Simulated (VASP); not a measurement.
# SbAu3S3 (P-3m1) in VASP: a series of runs, part 2 of 2

VASP 6.6.1.

## 3. Relaxation of cell and atoms, PBE

This run uses another cell than the first one, of 23.90 Å³/atom, 1.212 times its volume.

INCAR

```
PREC     = Accurate       # precision mode
ENCUT    = 600            # plane-wave cutoff, eV
EDIFF    = 1E-7           # SCF threshold, eV
ISMEAR   = 0              # smearing method
SIGMA    = 0.15           # smearing width, eV
LREAL    = F              # projectors in reciprocal space
LASPH    = T              # aspherical terms in the spheres
NELM     = 80             # most SCF steps
ALGO     = Normal         # electronic algorithm
ISIF     = 3              # what is computed and relaxed
LWAVE    = F              # write WAVECAR
LCHARG   = F              # write CHGCAR
GGA      = PE             # functional
IBRION   = 2              # ionic algorithm
NSW      = 36             # ionic steps
EDIFFG   = -0.08          # ionic threshold
```

KPOINTS

```
Automatic mesh
0
Gamma
  2 2 3
```

POSCAR

```
SbAu3S3
1.0
    6.1999864800      0.0000000000      0.0000000000
   -3.0999932400      5.3693457900      0.0000000000
    0.0000000000      0.0000000000      5.0248870100
Sb S Au
1 3 3
Direct
    0.0000000000      0.0000000000      0.0000000000
    0.5000000000      0.0000000000      0.5000000000
    0.0000000000      0.5000000000      0.5000000000
    0.5000000000      0.5000000000      0.5000000000
    0.3333333300      0.6666666700      0.0262150800
    0.6666666700      0.3333333300      0.9737849200
    0.0000000000      0.0000000000      0.5000000000
```

Potentials or basis: VASP PAW PBE potentials, release 64 (Sb, S, Au).

Command:

```
$ cat potpaw_PBE.64/Sb/POTCAR potpaw_PBE.64/S/POTCAR potpaw_PBE.64/Au/POTCAR > POTCAR
$ mpirun -np 1 vasp_std > vasp.out
```

OUTCAR:

```text
PREC = Accurate
   ENCUT = 600
   EDIFF = 1E-7
   ISMEAR = 0
   LREAL = F
   LASPH = T
   NELM = 80
   ISIF = 3
   GGA = PE
   IBRION = 2
   NSW = 36
   EDIFFG = -0.08

 ion  position               nearest neighbor table
   1  0.000  0.000  0.000-   7 2.51   7 2.51   5 3.58   6 3.58   5 3.58   6 3.58   6 3.58   5 3.58

   2  0.500  0.000  0.500-   5 2.98   6 2.98   7 3.10   7 3.10   6 3.19   5 3.19
   3  0.000  0.500  0.500-   5 2.98   6 2.98   7 3.10   7 3.10   6 3.19   5 3.19
   4  0.500  0.500  0.500-   5 2.98   6 2.98   7 3.10   7 3.10   6 3.19   5 3.19
   5  0.333  0.667  0.026-   2 2.98   3 2.98   4 2.98   2 3.19   3 3.19   4 3.19   1 3.58   1 3.58
                             1 3.58   6 3.59   6 3.59   6 3.59
   6  0.667  0.333  0.974-   2 2.98   3 2.98   4 2.98   2 3.19   3 3.19   4 3.19   1 3.58   1 3.58
                             1 3.58   5 3.59   5 3.59   5 3.59
   7  0.000  0.000  0.500-   1 2.51   1 2.51   4 3.10   3 3.10   3 3.10   4 3.10   2 3.10   2 3.10

  LATTYP: Found a hexagonal cell.
 ALAT       =     6.1999864800
 C/A-ratio  =     0.8104674141

  Lattice vectors:

 A1 = (   6.1999864800,   0.0000000000,   0.0000000000)
 A2 = (  -3.0999932400,   5.3693457900,   0.0000000000)
 A3 = (   0.0000000000,   0.0000000000,   5.0248870100)

Analysis of symmetry for initial positions (statically):
=====================================================================
 Subroutine PRICEL returns:
[... 168 lines left out ...]
  --------------------------------------------------------------------------------------
  -------------------------------------------------------------------------------------
  Total      -10.8283268    -10.8283268     -2.2835593      0.0000000      0.0000000      0.0000000
  in kB     -103.7130773   -103.7130771    -21.8717963      0.0000000      0.0000000      0.0000000
  external PRESSURE =     -76.4326503 kB  Pullay stress =       0.0000000 kB
[... 104 lines left out ...]
  FREE ENERGIE OF THE ION-ELECTRON SYSTEM (eV)
  ---------------------------------------------------
  free  energy   TOTEN  =       -21.7222926622 eV

  energy  without entropy=      -21.6394336970  energy(sigma->0) =      -21.68086318

[... ionic steps 4 to 10 ...]

--------------------------------------- Ionic step       11  -------------------------------------------

 number of electron      56.0000000 magnetization

------------------------ aborting loop because EDIFF is reached ----------------------------------------
[... 77 lines left out ...]
--------------------------------------- Ionic step       13  -------------------------------------------

 number of electron      56.0000007 magnetization

 Free energy of the ion-electron system (eV)
  ---------------------------------------------------
  ext. energy  EPLUGINS =         0.00000000
  ---------------------------------------------------
  free energy    TOTEN  =       -23.12628560 eV

  energy without entropy =      -23.02798750  energy(sigma->0) =      -23.07713655

 E-fermi :   7.2919     XC(G=0): -10.9967

 val. band max:        6.8901230916   @ k =   0.5000   0.0000   0.0000
 cond. band min:       7.2979373707   @ k =   0.5000   0.0000   0.3333
 fundamental gap:      0.4078142792
 Fermi energy:         7.2918842339

 k-point     1 :       0.0000    0.0000    0.0000
  band No.  band energies     occupation
      1      -8.4908      2.00000
      2      -4.4978      2.00000
      3      -4.4978      2.00000
      4      -2.9241      2.00000
      5      -0.2191      2.00000
      6       1.2400      2.00000
[... 167 lines left out ...]
  FREE ENERGIE OF THE ION-ELECTRON SYSTEM (eV)
  ---------------------------------------------------
  free  energy   TOTEN  =       -23.1262856019 eV

  energy  without entropy=      -23.0279875014  energy(sigma->0) =      -23.07713655

 reached required accuracy - stopping structural energy minimisation
```

Run time: 7.6 min. Hardware: 1 thread of Intel Xeon Platinum 8175M at 2.50GHz (Skylake/Cascade Lake), shared host; peak memory 0.34 GiB.

What came out:

| Property | Result |
| --- | --- |
| Free energy | -23.1263 eV |
| Relaxed volume | 19.69 Å³/atom |
| Relaxed cell | a = 5.169 Å, b = 5.169 Å, c = 5.959 Å, α = 90.00°, β = 90.00°, γ = 120.00° |
| Space group after relaxing (to 0.05 Å) | P-3m1 (No. 164) |
| Energy gained by relaxing | 405.6 meV/atom |
| Ionic steps | 13 |
| Pressure after relaxing | 0.1 GPa |
| Largest force after relaxing | 0.013 eV/Å |
| Band gap on the k mesh | zero (band 28 reaches 8.45 eV, above the bottom of band 29 at 6.89 eV) |

Forces on the atoms (eV/Å):
```
Sb   0.000  0.000  0.000
S    0.000  0.000  0.000
S    0.000  0.000  0.000
S    0.000  0.000  0.000
Au   0.000  0.000 -0.013
Au   0.000  0.000  0.013
Au   0.000  0.000  0.000
```

Step by step:
| step | energy change (eV) | largest force (eV/Å) | pressure (GPa) | volume (Å³) |
| --- | --- | --- | --- | --- |
| 1 | 0.0000 | 0.2549 | -7.64 | 167.28 |
| 2 | -1.2922 | 0.1116 | -0.46 | 140.99 |
| 3 | -1.4353 | 0.0442 | 4.36 | 132.84 |
| 4 | -2.1092 | 0.3144 | 6.22 | 126.75 |
| 5 | -2.0265 | 0.0016 | 16.10 | 118.79 |
| 6 | -2.2725 | 0.3002 | 9.38 | 123.25 |
| 7 | -2.7217 | 0.2811 | 0.44 | 134.30 |
| 8 | -2.7428 | 0.2688 | -0.99 | 136.85 |
| 9 | -2.7451 | 0.2612 | -1.64 | 138.12 |
| 10 | -2.8103 | 0.1604 | -0.59 | 137.40 |
| 11 | -2.8351 | 0.0280 | 0.59 | 136.63 |
| 12 | -2.8353 | 0.0116 | 0.74 | 136.54 |
| 13 | -2.8392 | 0.0135 | 0.11 | 137.85 |

Final structure:
```cif
data_structure
_symmetry_space_group_name_H-M 'P 1'
_symmetry_Int_Tables_number 1
_cell_length_a 5.1685
_cell_length_b 5.1685
_cell_length_c 5.9586
_cell_angle_alpha 90.000
_cell_angle_beta 90.000
_cell_angle_gamma 120.000
_cell_volume 137.85
loop_
_atom_site_label
_atom_site_type_symbol
_atom_site_fract_x
_atom_site_fract_y
_atom_site_fract_z
_atom_site_occupancy
Sb1 Sb 0.00000 0.00000 0.00000 1
S1 S 0.50000 0.00000 0.50000 1
S2 S 0.00000 0.50000 0.50000 1
S3 S 0.50000 0.50000 0.50000 1
Au1 Au 0.33333 0.66667 0.03873 1
Au2 Au 0.66667 0.33333 0.96127 1
Au3 Au 0.00000 0.00000 0.50000 1
```

Levels at points of the mesh, in eV from the Fermi level:
| k point | band 24 | band 25 | band 26 | band 27 | band 28 | band 29 | band 30 | band 31 |
| --- | --- | --- | --- | --- | --- | --- | --- | --- |
| (0.00, 0.00, 0.00) | -2.58 | -0.60 | -0.60 | -0.48 | -0.42 | 1.15 | 1.26 | 1.26 |
| (0.50, 0.00, 0.00) | -2.30 | -2.28 | -1.88 | -1.48 | -0.84 | -0.40 | 0.07 | 0.09 |

Caveat: the k points lie up to 0.70 Å⁻¹ apart in the final cell; the volume moved by over 15 % at a fixed basis, so the end points are rough; spin-orbit coupling is left out, which moves the levels of the heavy elements; the relaxation stopped at a loose force limit of 0.08 eV/Å, so its end isn't a converged minimum.
